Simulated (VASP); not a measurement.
# RbIr (CsCl type) (Pm-3m) in VASP: a series of runs, part 2 of 2

VASP 6.6.1.

## (3) Single point, PBE+U, collinear spin

This run uses another cell than the first one, of 27.78 Å³/atom.

INCAR

```
PREC     = Accurate       # precision mode
ENCUT    = 520            # plane-wave cutoff, eV
EDIFF    = 1E-7           # SCF threshold, eV
ISMEAR   = -1             # smearing method
SIGMA    = 0.05           # smearing width, eV
LREAL    = F              # projectors in reciprocal space
LASPH    = T              # aspherical terms in the spheres
NELM     = 150            # most SCF steps
ALGO     = Normal         # electronic algorithm
ISIF     = 2              # what is computed and relaxed
LWAVE    = F              # write WAVECAR
LCHARG   = F              # write CHGCAR
ISPIN    = 2              # spin polarisation
MAGMOM   = -4 0.5         # initial moments
LORBIT   = 11             # projections on sites
LMAXMIX  = 4              # l up to which the mixer works
LDAU     = T              # DFT+U
LDAUTYPE = 2            
LDAUL    = -1 2           # shell
LDAUU    = 0 3            # U, eV
LDAUJ    = 0 0          
LDAUPRINT= 1            
GGA      = PE             # functional
NBANDS   = 20             # bands
```

KPOINTS

```
Automatic mesh
0
Gamma
  9 9 9
```

POSCAR

```
RbIr
1.0
    3.8159164970      0.0000000000      0.0000000000
    0.0000000000      3.8159164970      0.0000000000
    0.0000000000      0.0000000000      3.8159164970
Rb Ir
1 1
Direct
    0.0000000000      0.0000000000      0.0000000000
    0.5000000000      0.5000000000      0.5000000000
```

Potentials or basis: VASP PAW PBE potentials, release 64 (Rb_sv, Ir).

Run with:

```bash
cat potpaw_PBE.64/Rb_sv/POTCAR potpaw_PBE.64/Ir/POTCAR > POTCAR
mpirun -np 1 vasp_std > vasp.out
```

It took 59 s on 1 thread of Oxide Virtual Turin-like, shared host; peak memory 0.18 GiB.

It converged, with:

```
Free energy                                           : -3.9715 eV
Pressure                                              : 8.1 GPa
Band gap on the k mesh                                : zero (filled and empty bands overlap)
Net moment                                            : 1.98 μB per cell
Site moments                                          : Rb +0.00; Ir +1.85 μB
Valence electrons inside the program's atomic spheres : Rb 7.36; Ir 8.08
```

Levels at points of the mesh, in eV from the Fermi level:
Spin up:
| k point | band 6 | band 7 | band 8 | band 9 | band 10 | band 11 | band 12 | band 13 | band 14 | band 15 |
| --- | --- | --- | --- | --- | --- | --- | --- | --- | --- | --- |
| (0.00, 0.00, 0.00) | -3.73 | -3.73 | -2.01 | -2.01 | -2.01 | 5.35 | 5.35 | 7.84 | 7.84 | 7.84 |
Spin down:
| k point | band 5 | band 6 | band 7 | band 8 | band 9 | band 10 | band 11 | band 12 |
| --- | --- | --- | --- | --- | --- | --- | --- | --- |
| (0.00, 0.00, 0.00) | -3.65 | -1.30 | -1.30 | -1.30 | -0.18 | -0.18 | 6.22 | 6.22 |

Eigenvalues of the final occupation matrices:
```
    site  spin  trace               eigenvalues
site 2 d     1   4.53  0.90 0.90 0.91 0.91 0.91
site 2 d     2   2.76  0.04 0.04 0.89 0.89 0.89
```

Caveat: the cell stands under pressure; spin-orbit coupling is left out, which moves the levels of the heavy elements; the U is typed as a test and isn't derived for this compound.

## (4) Relaxation of cell and atoms, PBE+U, collinear spin

INCAR

```
  PREC = Accurate
  ENCUT = 600
  EDIFF = 1E-6
  ISMEAR = -1
  SIGMA = 0.05
  LREAL = F
  LASPH = T
  NELM = 150
  ALGO = Normal
  ISIF = 3
  LWAVE = F
  LCHARG = F
  ISPIN = 2
  MAGMOM = -4 0.5
  LORBIT = 11
  LMAXMIX = 4
  LDAU = T
  LDAUTYPE = 2
  LDAUL = -1 2
  LDAUU = 0 3
  LDAUJ = 0 0
  LDAUPRINT = 1
  GGA = PE
  IBRION = 2
  NSW = 40
  EDIFFG = -0.005
```

KPOINTS

```
regular mesh
0
Gamma
  9 9 9
```

POSCAR

```
RbIr
1.0
    3.8079190921      0.0000000000      0.0000000000
    0.0000000000      3.8079190921      0.0000000000
    0.0000000000      0.0000000000      3.8079190921
Rb Ir
1 1
Direct
    0.0000000000      0.0000000000      0.0000000000
    0.5000000000      0.5000000000      0.5000000000
```

Potentials or basis: VASP PAW PBE potentials, release 64 (Rb_sv, Ir).

Run with:

```bash
cat potpaw_PBE.64/Rb_sv/POTCAR potpaw_PBE.64/Ir/POTCAR > POTCAR
mpirun -np 1 vasp_std > vasp.out
```

OUTCAR:

```text
PREC = Accurate
   ENCUT = 600
   EDIFF = 1E-6
   ISMEAR = -1
   LREAL = F
   LASPH = T
   NELM = 150
   ISIF = 3
   ISPIN = 2
   LORBIT = 11
   GGA = PE
   IBRION = 2
   NSW = 40
   EDIFFG = -0.005

 ion  position               nearest neighbor table
   1  0.000  0.000  0.000-   2 3.30   2 3.30   2 3.30   2 3.30   2 3.30   2 3.30   2 3.30   2 3.30

   2  0.500  0.500  0.500-   1 3.30   1 3.30   1 3.30   1 3.30   1 3.30   1 3.30   1 3.30   1 3.30

  LATTYP: Found a simple cubic cell.
 ALAT       =     3.8079190921

  Lattice vectors:

 A1 = (   3.8079190921,   0.0000000000,   0.0000000000)
 A2 = (   0.0000000000,   3.8079190921,   0.0000000000)
 A3 = (   0.0000000000,   0.0000000000,   3.8079190921)

[... 374 lines left out ...]
  ---------------------------------------------------
  ext. energy  EPLUGINS =         0.00000000
  ---------------------------------------------------
  free energy    TOTEN  =        -4.38392847 eV

  energy without entropy =       -4.38250801  energy(sigma->0) =       -4.38321824

 E-fermi :   1.4307     XC(G=0):  -8.0480

 val. band max:        0.8840457583   @ k =   0.4444   0.4444   0.3333
 cond. band min:       1.4343281357   @ k =   0.4444   0.0000   0.0000
 fundamental gap:      0.5502823774
 Fermi energy:         1.4306803321

 spin component 1

 k-point     1 :       0.0000    0.0000    0.0000
  band No.  band energies     occupation
      1     -25.9536      1.00000
      2      -9.9713      1.00000
      3      -9.9713      1.00000
      4      -9.9713      1.00000
      5      -2.6446      1.00000
      6      -2.2656      1.00000
      7      -2.2654      1.00000
      8      -1.0377      1.00000
      9      -1.0377      1.00000
     10      -1.0375      1.00000
     11       5.6839      0.00000
     12       5.6839      0.00000
[... 882 lines left out ...]
  FREE ENERGIE OF THE ION-ELECTRON SYSTEM (eV)
  ---------------------------------------------------
  free  energy   TOTEN  =        -4.3839284704 eV

  energy  without entropy=       -4.3825080127  energy(sigma->0) =       -4.38321824

 reached required accuracy - stopping structural energy minimisation

 total charge

# of ion       s       p       d       tot
------------------------------------------
    1        1.946   5.337   0.031   7.314
    2        0.776   0.022   7.160   7.958
--------------------------------------------------
tot          2.723   5.359   7.190  15.271

 magnetization (x)

# of ion       s       p       d       tot
------------------------------------------
    1       -0.002  -0.001  -0.003  -0.005
    2        0.060   0.002   1.846   1.908
--------------------------------------------------
tot          0.059   0.002   1.843   1.903
```

Run time: 2.6 min. Hardware: 1 thread of Oxide Virtual Turin-like, shared host; peak memory 0.2 GiB.

What came out:

```yaml
Free_energy: -4.3839 eV
Relaxed_volume: 38.76 Å³/atom
Relaxed_cell: a = 4.264 Å, b = 4.264 Å, c = 4.264 Å, α = 90.00°, β = 90.00°, γ = 90.00°
Space_group_after_relaxing_to_0.1_Å: Pm-3m (No. 221)
Energy_gained_by_relaxing: 214.9 meV/atom
Ionic_steps: 5
Pressure_after_relaxing: 0.0 GPa
Band_gap_on_the_k_mesh: zero (filled and empty bands overlap)
Net_moment: 2.01 μB per cell
Site_moments: Rb -0.01; Ir +1.91 μB
Valence_electrons_inside_the_program's_atomic_spheres: Rb 7.31; Ir 7.96
```

The path:
```csv
step,energy change (eV),largest force (eV/Å),pressure (GPa),volume (Å³)
1,0.0000,0.0000,8.39,55.22
2,-0.3719,0.0000,2.16,67.59
3,-0.4235,0.0000,0.60,73.87
4,-0.4296,0.0000,0.12,76.71
5,-0.4298,0.0000,-0.01,77.51
```

Final structure:
```yaml
crystal:
  lattice:
    - [4.26371, 0.00000, 0.00000]
    - [0.00000, 4.26371, 0.00000]
    - [0.00000, 0.00000, 4.26371]
  atoms:
    - { symbol: Rb, position: [0.00000, 0.00000, 0.00000] }
    - { symbol: Ir, position: [0.50000, 0.50000, 0.50000] }
```

Eigenvalues of the final occupation matrices:
```
    site  spin  trace               eigenvalues
site 2 d     1   4.53  0.90 0.90 0.90 0.91 0.91
site 2 d     2   2.68  0.01 0.01 0.89 0.89 0.89
```

Caveat: the volume moved by over 15 % at a fixed basis, so the end points are rough; spin-orbit coupling is left out, which moves the levels of the heavy elements; the U is typed as a test and isn't derived for this compound.

## (5) Overview

```tsv
task	level	spin	U	cell	cutoff (eV)	gap on the mesh (eV)	pressure (GPa)	moment (μB)
electric field gradients	PBE	off	-	a = 3.808 Å, 2 atoms	520	none	0.1	-
single point	PBE+U	collinear	Ir d U = 3.0 eV	a = 3.816 Å, 2 atoms	520	none	8.1	1.98
relaxation of cell and atoms	PBE+U	collinear	Ir d U = 3.0 eV	relaxed from a = 3.808 Å, 2 atoms	600	none	0.0	2.01
```

Alike in all rows: potentials or basis VASP PAW PBE potentials, release 64 (Rb_sv, Ir); k mesh 9 × 9 × 9; smearing fermi-dirac 0.05 eV.

Caveats: spin-orbit coupling is left out, which moves the levels of the heavy elements; the U is typed as a test and isn't derived for this compound (at least some runs); the cell stands under pressure (at least some runs); the volume moved by over 15 % at a fixed basis, so the end points are rough (at least some runs).

Total energies depend on the potentials used, so only differences within one code and one set of settings carry meaning.

The gap in the log of VASP goes by the Fermi energy; the results here count the filled bands.